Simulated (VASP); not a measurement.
# W (Fm-3m) in VASP: a series of runs

W is run at these levels: r2SCAN; tasks: single point.

All numbers are computed with VASP 6.6.1; they aren't measurements. Logs are shortened: lines on timing, memory, paths and dates and some standing lists are left out, and cuts for length are marked.

## Step 1: The cell of the first run

The structure is cubic, space group Fm-3m (No. 225). Conventional cell: a = 4.018 Å, b = 4.018 Å, c = 4.018 Å, α = 90.00°, β = 90.00°, γ = 90.00°. W (site symmetry m-3m) has 12 W at 2.84 Å within 3.7 Å.

This isn't the form of W at room conditions, which is bcc.

## Step 2: Single point, r2SCAN

Input file POSCAR:

```
W
1.0
    0.0000000000      2.0090645739      2.0090645739
    2.0090645739      0.0000000000      2.0090645739
    2.0090645739      2.0090645739      0.0000000000
W
1
Direct
    0.0000000000      0.0000000000      0.0000000000
```

Input file INCAR.step1:

```
PREC = Accurate
ENCUT = 520
ISMEAR = -1
SIGMA = 0.1
LREAL = F
LASPH = T
NELM = 60
NBANDS = 13
GGA = PE
ALGO = Normal
EDIFF = 1E-4
LWAVE = T
LCHARG = F
```

Input file INCAR.step2:

```
PREC = Accurate
ENCUT = 520
EDIFF = 1E-6
ISMEAR = -1
SIGMA = 0.1
LREAL = F
LASPH = T
NELM = 60
ALGO = Normal
ISIF = 2
LWAVE = F
LCHARG = F
METAGGA = R2SCAN
LMIXTAU = T
NBANDS = 13
ISTART = 1
```

Input file KPOINTS:

```
Automatic mesh
0
Gamma
  14 14 14
```

Potentials or basis: VASP PAW PBE potentials, release 64 (W_sv).

Launch:

```
cat potpaw_PBE.64/W_sv/POTCAR > POTCAR
cp INCAR.step1 INCAR
mpirun -np 1 vasp_std > vasp.out
cp INCAR.step2 INCAR
mpirun -np 1 vasp_std > vasp.out
```

OUTCAR:

```text
PREC = Accurate
   ENCUT = 520
   EDIFF = 1E-6
   ISMEAR = -1
   LREAL = F
   LASPH = T
   NELM = 60
   ISIF = 2
   METAGGA = R2SCAN
   ISTART = 1

 ion  position               nearest neighbor table
   1  0.000  0.000  0.000-

  LATTYP: Found a face centered cubic cell.
 ALAT       =     4.0181291478

  Lattice vectors:

 A1 = (   0.0000000000,   2.0090645739,   2.0090645739)
 A2 = (   2.0090645739,   0.0000000000,   2.0090645739)
 A3 = (   2.0090645739,   2.0090645739,   0.0000000000)

Analysis of symmetry for initial positions (statically):
=====================================================================
 Subroutine PRICEL returns:
 Original cell was already a primitive cell.

 Routine SETGRP: Setting up the symmetry group for a
 face centered cubic supercell.

 Subroutine GETGRP returns: Found 48 space group operations
 (whereof 48 operations were pure point group operations)
 out of a pool of 48 trial point group operations.

The static configuration has the point symmetry O_h .

Analysis of symmetry for dynamics (positions and initial velocities):
=====================================================================
 Subroutine PRICEL returns:
 Original cell was already a primitive cell.

 Routine SETGRP: Setting up the symmetry group for a
 face centered cubic supercell.

 Subroutine GETGRP returns: Found 48 space group operations
 (whereof 48 operations were pure point group operations)
 out of a pool of 48 trial point group operations.

The dynamic configuration has the point symmetry O_h .

 Subroutine INISYM returns: Found 48 space group operations
 (whereof 48 operations are pure point group operations),
 and found     1 'primitive' translations

----------------------------------------------------------------------------------------

                                     Primitive cell

  volume of cell :      16.2185

  direct lattice vectors                    reciprocal lattice vectors
     0.000000000  2.009064574  2.009064574    -0.248872040  0.248872040  0.248872040
     2.009064574  0.000000000  2.009064574     0.248872040 -0.248872040  0.248872040
     2.009064574  2.009064574  0.000000000     0.248872040  0.248872040 -0.248872040

  length of vectors
     2.841246368  2.841246368  2.841246368     0.431059019  0.431059019  0.431059019

  position of ions in fractional coordinates (direct lattice)
     0.000000000  0.000000000  0.000000000

  ion indices of the primitive-cell ions
   primitive index   ion index
                 1           1

----------------------------------------------------------------------------------------

 KPOINTS: Automatic mesh

Automatic generation of k-mesh.
 Grid dimensions read from file:
 generate k-points for:   14   14   14

 Generating k-lattice:

  Cartesian coordinates                     Fractional coordinates (reciprocal lattice)
    -0.017776574  0.017776574  0.017776574     0.071428571  0.000000000  0.000000000
     0.017776574 -0.017776574  0.017776574     0.000000000  0.071428571  0.000000000
     0.017776574  0.017776574 -0.017776574     0.000000000  0.000000000  0.071428571

  Length of vectors
     0.030789930  0.030789930  0.030789930

  Shift w.r.t. Gamma in fractional coordinates (k-lattice)
     0.000000000  0.000000000  0.000000000

 Subroutine IBZKPT returns following result:
 ===========================================

 Found    104 irreducible k-points:

 Following reciprocal coordinates:
            Coordinates               Weight
  0.000000  0.000000  0.000000      1.000000
  0.071429  0.000000  0.000000      8.000000
  0.142857  0.000000  0.000000      8.000000
  0.214286  0.000000  0.000000      8.000000
  0.285714  0.000000  0.000000      8.000000
  0.357143  0.000000  0.000000      8.000000
[... 16 lines left out ...]
  0.214286  0.142857  0.000000     24.000000
  0.285714  0.142857  0.000000     24.000000
 [... further k-points ...]
   k-points           NKPTS =    104   k-points in BZ     NKDIM =    104   number of bands    NBANDS=     13
   number of dos      NEDOS =    301   number of ions     NIONS =      1
   total plane-waves  NPLWV =  13824
   dimension x,y,z NGX =    24 NGY =   24 NGZ =   24
   dimension x,y,z NGXF=    48 NGYF=   48 NGZF=   48
   ions per type =               1
   NGX,Y,Z   is equivalent  to a cutoff of  14.04, 14.04, 14.04 a.u.
   NGXF,Y,Z  is equivalent  to a cutoff of  28.09, 28.09, 28.09 a.u.
 SYSTEM =  unknown system
   PREC   = accura    normal or accurate (medium, high low for compatibility)
   ISTART =      1    job   : 0-new  1-cont  2-samecut
   ICHARG =      0    charge: 1-file 2-atom 10-const
   ISPIN  =      1    spin polarized calculation?
   LNONCOLLINEAR =      F non collinear calculations
   LSORBIT =      F    spin-orbit coupling
   LASPH  =      T    aspherical Exc in radial PAW
   ENCUT  =  520.0 eV  38.22 Ry    6.18 a.u.   5.28  5.28  5.28*2*pi/ulx,y,z
   NELM   =     60;   NELMIN=  2; NELMDL=  0     # of ELM steps
   EDIFF  = 0.1E-05   stopping-criterion for ELM
   LREAL  =      F    real-space projection
   EDIFFG = 0.1E-04   stopping-criterion for IOM
   NSW    =      0    number of steps for IOM
   IBRION =     -1    ionic relax: 0-MD 1-quasi-New 2-CG
   NFREE  =      0    steps in history (QN), initial steepest desc. (CG)
   ISIF   =      2    stress and relaxation
   ISYM   =      2    0-nonsym 1-usesym 2-fastsym
   POTIM  = 0.5000    time-step for ionic-motion
   TEBEG  =    0.0;   TEEND  =   0.0 temperature during run
   PSTRESS=    0.0 pullay stress
   NELECT =      14.0000    total number of electrons
   NUPDOWN=      -1.0000    fix difference up-down
   EMIN   =  10.00;   EMAX   =-10.00  energy-range for DOS
   EFERMI =   0.00;   METHOD = LEGACY
   ISMEAR =    -1;   SIGMA  =   0.10  broadening in eV -4-tet -1-fermi 0-gaus
   EFERMI_NEDOS =   21; number of points for ismear=-14 and -15
   IALGO  =     38    algorithm
   IMIX   =      4    mixing-type and parameters
     AMIX     =   0.40;   BMIX     =  1.00
     AMIX_MAG =   1.60;   BMIX_MAG =  1.00
  volume/ion in A,a.u.               =      16.22       109.45
  Fermi-wavevector in a.u.,A,eV,Ry     =   1.558764  2.945636 33.058678  2.429744
  Thomas-Fermi vector in A             =   2.662221
   LORBIT       =      0    0 simple, 1 ext, 2 COOP (PROOUT), +10 PAW based schemes
   METAGGA = R2SCAN    functional components
   LHFCALC =     F    Hartree Fock is set to
   AEXX    =    0.0000 exact exchange contribution
   IVDW    =     0    specifies the selected vdW correction
   LEPSILON=     F    determine dielectric tensor
   LRPA    =     F    only Hartree local field effects (RPA)
 non-spin polarized calculation
  energy-cutoff  :      520.00
  volume of cell :       16.22
 maximum number of plane-waves:       452
 NGX is ok and might be reduce to    24
   NGX = 11   NGY = 11   NGZ = 11

 number of electron      14.0000001 magnetization

 Free energy of the ion-electron system (eV)
  ---------------------------------------------------
  ext. energy  EPLUGINS =         0.00000000
  ---------------------------------------------------
  free energy    TOTEN  =       -50.81573411 eV

  energy without entropy =      -50.77673016  energy(sigma->0) =      -50.79623214

 E-fermi :  10.5026     XC(G=0): -14.8056

 val. band max:       10.4868944510   @ k =  -0.3571   0.4286   0.0714
 cond. band min:      10.5094684223   @ k =  -0.3571   0.1429   0.0000
 fundamental gap:      0.0225739713
 Fermi energy:        10.5025894023

 k-point     1 :       0.0000    0.0000    0.0000
  band No.  band energies     occupation
      1     -65.0898      2.00000
      2     -28.0091      2.00000
      3     -28.0091      2.00000
      4     -28.0091      2.00000
      5       0.9581      2.00000
      6       9.9004      1.99516
      7       9.9004      1.99516
      8       9.9004      1.99516
      9      13.3404      0.00000
     10      13.3404      0.00000
     11      23.8801      0.00000
     12      29.6138      0.00000
     13      29.6139      0.00000

 k-point     2 :       0.0714    0.0000    0.0000
  band No.  band energies     occupation
      1     -65.0836      2.00000
      2     -28.0767      2.00000
      3     -28.0176      2.00000
      4     -28.0176      2.00000
      5       1.1950      2.00000
      6       9.7120      1.99926
      7      10.0102      1.98556
      8      10.0102      1.98556
      9      13.2393      0.00000
     10      13.2393      0.00000
     11      24.3572      0.00000
     12      28.5807      0.00000
     13      30.0549      0.00000

 k-point     3 :       0.1429    0.0000    0.0000
  band No.  band energies     occupation
      1     -65.0661      2.00000
      2     -28.2631      2.00000
      3     -28.0413      2.00000
      4     -28.0413      2.00000
      5       1.8621      2.00000
      6       9.2715      1.99999
      7      10.2668      1.82705
      8      10.2668      1.82705
      9      13.0606      0.00000
     10      13.0606      0.00000
     11      25.4646      0.00000
     12      27.0437      0.00000
     13      31.3065      0.00000
[... 305 lines left out ...]
 k-point    23 :       0.2143    0.1429    0.0000
  band No.  band energies     occupation
      1     -65.0394      2.00000
      2     -28.4265      2.00000
      3     -28.1403      2.00000
      4     -28.1302      2.00000
      5       2.8988      2.00000
      6       8.3297      2.00000
      7      10.7498      0.15573
      8      11.0079      0.01270
      9      11.7794      0.00001
     10      13.9665      0.00000
     11      27.2050      0.00000
     12      27.7643      0.00000
     13      30.8713      0.00000

 k-point    24 :       0.2857    0.1429    0.0000
  band No.  band energies     occupation
      1     -65.0147      2.00000
      2     -28.6579      2.00000
      3     -28.1828      2.00000
      4     -28.1703      2.00000
      5       3.8418      2.00000
      6       8.0171      2.00000
      7      10.1688      1.93144
      8      11.1530      0.00299
      9      12.6186      0.00000
     10      14.4137      0.00000
     11      25.9043      0.00000
     12      28.9474      0.00000
     13      31.4824      0.00000

 [... further k-points ...]

------------------------ aborting loop because EDIFF is reached ----------------------------------------

  FORCE on cell =-STRESS in cart. coord.  units (eV):
  Direction    XX          YY          ZZ          XY          YZ          ZX
  --------------------------------------------------------------------------------------
  -------------------------------------------------------------------------------------
  Total        0.1179277      0.1179277      0.1179277     -0.0000000      0.0000000     -0.0000000
  in kB       11.6497002     11.6497002     11.6497002     -0.0000000      0.0000000     -0.0000000
  external PRESSURE =      11.6497002 kB  Pullay stress =       0.0000000 kB

 VOLUME and BASIS-vectors are now :
 -----------------------------------------------------------------------------
  energy-cutoff  :      520.00
  volume of cell :       16.22
      direct lattice vectors                 reciprocal lattice vectors
     0.000000000  2.009064574  2.009064574    -0.248872040  0.248872040  0.248872040
     2.009064574  0.000000000  2.009064574     0.248872040 -0.248872040  0.248872040
     2.009064574  2.009064574  0.000000000     0.248872040  0.248872040 -0.248872040

 POSITION                                       TOTAL-FORCE (eV/Angst)
 -----------------------------------------------------------------------------------
      0.00000      0.00000      0.00000         0.000000      0.000000      0.000000
 -----------------------------------------------------------------------------------
    total drift:                               -0.000000      0.000000      0.000000

  FREE ENERGIE OF THE ION-ELECTRON SYSTEM (eV)
  ---------------------------------------------------
  free  energy   TOTEN  =       -50.8157341062 eV

  energy  without entropy=      -50.7767301647  energy(sigma->0) =      -50.79623214
```

Wall time 26 s (1 thread of Intel Xeon 6975P-C (Granite Rapids), shared host); peak memory 0.16 GiB.

What came out:

```yaml
Free_energy: -50.8157 eV
Pressure: 1.2 GPa
Band_gap_on_the_k_mesh: zero (bands 7 and 8 overlap by 3.68 eV)
```

Caveat: the PAW data sets were made with another functional, which shifts forces and pressure a little; spin-orbit coupling is left out, which moves the levels of the heavy elements.

(Continued in part 2 of 2.)
